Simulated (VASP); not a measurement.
# TiSe in VASP: single point with PBE

Aim: the single point of TiSe with PBE.

Everything below comes from runs of VASP 6.6.1. Logs are shortened: lines on timing, memory, paths and dates and some standing lists are left out, and cuts for length are marked.

## 1. The cell of the first run

The cell holds a sheet with vacuum, 2 atoms: a = 3.609 Å, b = 3.607 Å, c = 23.800 Å, α = 90.00°, β = 90.00°, γ = 90.00°.

The cell was generated, and may not be a known phase.

## 2. Single point, PBE, collinear spin

Contents of INCAR:

```
PREC = Accurate
ENCUT = 520
EDIFF = 1E-6
ISMEAR = 0
SIGMA = 0.1
LREAL = F
LASPH = T
NELM = 150
ALGO = Fast
ISIF = 2
LWAVE = F
LCHARG = T
ISPIN = 2
MAGMOM = 1.34 0
LORBIT = 11
LMAXMIX = 4
LDIPOL = T
IDIPOL = 3
DIPOL = 0.5 0.5 0.294
GGA = PE
LELF = T
LVHAR = T
LVACPOTAV = T
NBANDS = 20
```

Contents of KPOINTS:

```
regular mesh
0
Gamma
  16 16 1
```

Contents of POSCAR:

```
TiSe
1.0
    3.6088540845      0.0000000000      0.0000000000
    0.0000000000      3.6074919851      0.0000000000
    0.0000000000      0.0000000000     23.8000000000
Ti Se
1 1
Direct
    0.5000000000      0.0000000000      0.2941176471
    0.0000000000      0.5000000000      0.2941176471
```

Potentials or basis: VASP PAW PBE potentials, release 64 (Ti_sv, Se).

Launch:

```console
$ cat potpaw_PBE.64/Ti_sv/POTCAR potpaw_PBE.64/Se/POTCAR > POTCAR
$ mpirun -np 1 vasp_std > vasp.out
```

OUTCAR:

```text
PREC = Accurate
   ENCUT = 520
   EDIFF = 1E-6
   ISMEAR = 0
   LREAL = F
   LASPH = T
   NELM = 150
   ISIF = 2
   ISPIN = 2
   LORBIT = 11
   GGA = PE

 ion  position               nearest neighbor table
   1  0.500  0.000  0.294-   2 2.55   2 2.55   2 2.55   2 2.55
   2  0.000  0.500  0.294-   1 2.55   1 2.55   1 2.55   1 2.55

  LATTYP: Found a simple orthorhombic cell.
 ALAT       =     3.6074919851
 B/A-ratio  =     1.0003775752
 C/A-ratio  =     6.5973812550

  Lattice vectors:

 A1 = (   0.0000000000,  -3.6074919851,   0.0000000000)
 A2 = (   3.6088540845,   0.0000000000,   0.0000000000)
 A3 = (   0.0000000000,   0.0000000000,  23.8000000000)

Analysis of symmetry for initial positions (statically):
=====================================================================
 Subroutine PRICEL returns:
 Original cell was already a primitive cell.

 Routine SETGRP: Setting up the symmetry group for a
 simple orthorhombic supercell.

 Subroutine GETGRP returns: Found  8 space group operations
 (whereof  4 operations were pure point group operations)
 out of a pool of  8 trial point group operations.

The static configuration has the point symmetry C_2v.
 The point group associated with its full space group is D_2h.

Analysis of symmetry for dynamics (positions and initial velocities):
=====================================================================
 Subroutine PRICEL returns:
 Original cell was already a primitive cell.

 Routine SETGRP: Setting up the symmetry group for a
 simple orthorhombic supercell.

 Subroutine GETGRP returns: Found  8 space group operations
 (whereof  4 operations were pure point group operations)
 out of a pool of  8 trial point group operations.

The dynamic configuration has the point symmetry C_2v.
 The point group associated with its full space group is D_2h.

Analysis of structural, dynamic, and magnetic symmetry:
=====================================================================
 Subroutine PRICEL returns:
 Original cell was already a primitive cell.

 Routine SETGRP: Setting up the symmetry group for a
 simple orthorhombic supercell.

 Subroutine GETGRP returns: Found  8 space group operations
 (whereof  4 operations were pure point group operations)
 out of a pool of  8 trial point group operations.

The overall configuration has the point symmetry C_2v.
 The point group associated with its full space group is D_2h.
[... 123 lines left out ...]
   LORBIT       =     11    0 simple, 1 ext, 2 COOP (PROOUT), +10 PAW based schemes
   GGA     = PE    functional components
   LHFCALC =     F    Hartree Fock is set to
   AEXX    =    0.0000 exact exchange contribution
   IVDW    =     0    specifies the selected vdW correction
   LEPSILON=     F    determine dielectric tensor
   LRPA    =     F    only Hartree local field effects (RPA)
 spin polarized calculation
 RMM-DIIS sequential band-by-band and
 Gauss-broadening in eV      SIGMA  =   0.10
  energy-cutoff  :      520.00
  volume of cell :      309.85
 maximum number of plane-waves:      8396
 NGX is ok and might be reduce to    28
   NGX = 13   NGY = 13   NGZ = 89

 dipolmoment           0.000000      0.000000      0.000152 electrons x Angstroem

 number of electron      18.0000001 magnetization       1.7720164

 dipolmoment           0.000000      0.000000     -0.000003 electrons x Angstroem

 Free energy of the ion-electron system (eV)
  ---------------------------------------------------
  ext. energy  EPLUGINS =         0.00000000
  ---------------------------------------------------
  free energy    TOTEN  =       -12.00966796 eV

  energy without entropy =      -12.00123026  energy(sigma->0) =      -12.00544911

 E-fermi :  -2.3843     XC(G=0):  -1.9416

 val. band max:       -2.4062759854   @ k =   0.0625   0.0625   0.0000
 cond. band min:      -2.3696881013   @ k =   0.1875   0.0625   0.0000
 fundamental gap:      0.0365878841
 Fermi energy:        -2.3843248358

 spin component 1

 k-point     1 :       0.0000    0.0000    0.0000
  band No.  band energies     occupation
      1     -60.3817      1.00000
      2     -36.6987      1.00000
      3     -36.6986      1.00000
      4     -36.6467      1.00000
      5     -16.8553      1.00000
      6      -6.2879      1.00000
[... 541 lines left out ...]
     19       3.6263      0.00000
     20       4.2612      0.00000

 [... further k-points ...]

 spin component 2

 k-point     1 :       0.0000    0.0000    0.0000
  band No.  band energies     occupation
      1     -59.1002      1.00000
      2     -35.6307      1.00000
      3     -35.6306      1.00000
      4     -34.9179      1.00000
      5     -16.8427      1.00000
      6      -6.1616      1.00000
[... 541 lines left out ...]
     19       3.7943      0.00000
     20       4.5923      0.00000

 [... further k-points ...]

------------------------ aborting loop because EDIFF is reached ----------------------------------------

  FORCE on cell =-STRESS in cart. coord.  units (eV):
  Direction    XX          YY          ZZ          XY          YZ          ZX
  --------------------------------------------------------------------------------------
  -------------------------------------------------------------------------------------
  Total        0.0336562      0.0414495     -0.0076710      0.0000000      0.0000000      0.0000000
  in kB        0.1740298      0.2143277     -0.0396656      0.0000000      0.0000000      0.0000000
  external PRESSURE =       0.1162306 kB  Pullay stress =       0.0000000 kB

 VOLUME and BASIS-vectors are now :
 -----------------------------------------------------------------------------
  energy-cutoff  :      520.00
  volume of cell :      309.85
      direct lattice vectors                 reciprocal lattice vectors
     3.608854084  0.000000000  0.000000000     0.277096268  0.000000000  0.000000000
     0.000000000  3.607491985  0.000000000     0.000000000  0.277200893  0.000000000
     0.000000000  0.000000000 23.800000000     0.000000000  0.000000000  0.042016807

 POSITION                                       TOTAL-FORCE (eV/Angst)
 -----------------------------------------------------------------------------------
      1.80443      0.00000      7.00000         0.000000      0.000000      0.000000
      0.00000      1.80375      7.00000         0.000000      0.000000     -0.000000
 -----------------------------------------------------------------------------------
    total drift:                                0.000000     -0.000000      0.000015

  FREE ENERGIE OF THE ION-ELECTRON SYSTEM (eV)
  ---------------------------------------------------
  free  energy   TOTEN  =       -12.0096679600 eV

  energy  without entropy=      -12.0012302559  energy(sigma->0) =      -12.00544911

 vacuum level on the upper side and lower side of the slab         1.436         1.436

 total charge

# of ion       s       p       d       tot
------------------------------------------
    1        2.142   6.060   1.996  10.199
    2        1.435   2.482   0.036   3.953
--------------------------------------------------
tot          3.577   8.542   2.032  14.151

 magnetization (x)

# of ion       s       p       d       tot
------------------------------------------
    1        0.032   0.007   1.298   1.336
    2       -0.003  -0.064   0.017  -0.051
--------------------------------------------------
tot          0.028  -0.058   1.314   1.285
```

OSZICAR:

```text
N       E                     dE             d eps       ncg     rms          rms(c)
DAV:   1     0.107105473288E+03    0.10711E+03   -0.77011E+03  7784   0.621E+02
DAV:   2     0.444222563177E+01   -0.10266E+03   -0.96716E+02  8184   0.171E+02
DAV:   3    -0.123716815150E+02   -0.16814E+02   -0.16605E+02 11496   0.576E+01
[... 22 lines left out ...]
RMM:  26    -0.120096561388E+02   -0.10290E-04   -0.13934E-06  7801   0.360E-03    0.552E-04
RMM:  27    -0.120096623626E+02   -0.62238E-05   -0.59175E-07  6977   0.264E-03    0.475E-04
RMM:  28    -0.120096656809E+02   -0.33183E-05   -0.35752E-07  7086   0.246E-03    0.180E-04
RMM:  29    -0.120096667490E+02   -0.10681E-05   -0.18814E-07  5888   0.179E-03    0.111E-04
RMM:  30    -0.120096677500E+02   -0.10010E-05   -0.17287E-07  5769   0.164E-03    0.995E-05
RMM:  31    -0.120096679600E+02   -0.20996E-06   -0.10244E-07  5187   0.146E-03
   1 F= -.12009668E+02 E0= -.12005449E+02  d E =-.843770E-02  mag=     1.7720
```

It took 26 min on 1 thread of Oxide Virtual Turin-like, shared host; peak memory 0.96 GiB.

What came out:

```yaml
Free_energy: -12.0097 eV
Net_moment: 1.77 μB per cell
Site_moments: Ti +1.34; Se -0.05 μB
Valence_electrons_inside_the_program's_atomic_spheres: Ti 10.20; Se 3.95
```
